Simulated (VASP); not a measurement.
Write the native input for VASP 6.6.1 that does the following.

```
Task                   : single point
Functional             : PBE
Potentials or basis    : VASP PAW PBE potentials, release 64 (In_d, P)
Cutoff                 : 520 eV
k mesh                 : 6 × 6 × 6
Occupations            : gaussian, width 0.05 eV
Spin                   : non-collinear spin, zero start, spin-orbit coupling
Starting moments       : [[0.0, 0.0, 0.0], [0.0, 0.0, 0.0]] μB
Dipole correction      : no
Further INCAR settings : ALGO = Normal; EDIFF = 1e-06; NBANDS = 30
```

The structure of InP lies in POSCAR:

```
InP
1.0
    0.0000000000      2.9785500543      2.9785500543
    2.9785500543      0.0000000000      2.9785500543
    2.9785500543      2.9785500543      0.0000000000
In P
1 1
Direct
    0.0000000000      0.0000000000      0.0000000000
    0.7500000000      0.7500000000      0.7500000000
```

These files were run (other wordings do the same):

INCAR

```
SYSTEM = InP
PREC     = Accurate       ! precision mode
ENCUT    = 520            ! plane-wave cutoff, eV
EDIFF    = 1E-6           ! SCF threshold, eV
ISMEAR   = 0              ! smearing method
SIGMA    = 0.05           ! smearing width, eV
LREAL    = .False.        ! projectors in reciprocal space
LASPH    = .True.         ! aspherical terms in the spheres
NELM     = 150            ! most SCF steps
ALGO     = Normal         ! electronic algorithm
ISIF     = 2              ! what is computed and relaxed
LWAVE    = .False.        ! write WAVECAR
LCHARG   = .False.        ! write CHGCAR
MAGMOM   = 0 0 0 0 0 0    ! initial moments
LORBIT   = 11             ! projections on sites
LSORBIT  = .True.         ! spin-orbit coupling
GGA_COMPAT= .False.      
LORBMOM  = .True.       
GGA      = PE             ! functional
NBANDS   = 30             ! bands
```

KPOINTS

```
regular mesh
0
Gamma
  6 6 6
  0 0 0
```

Potentials or basis: VASP PAW PBE potentials, release 64 (In_d, P).

The run is started by

```console
$ cat potpaw_PBE.64/In_d/POTCAR potpaw_PBE.64/P/POTCAR > POTCAR
$ mpirun -np 1 vasp_ncl > vasp.out
```

Results of the run:

```
Pressure                                              : 0.0 GPa
Net moment                                            : 0.00 μB per cell
Valence electrons inside the program's atomic spheres : In 11.44; P 2.50
```

It took 42 s on 1 thread of AMD EPYC 9R45 96-Core Processor (Zen 5) (shared host), peak memory 0.29 GiB.
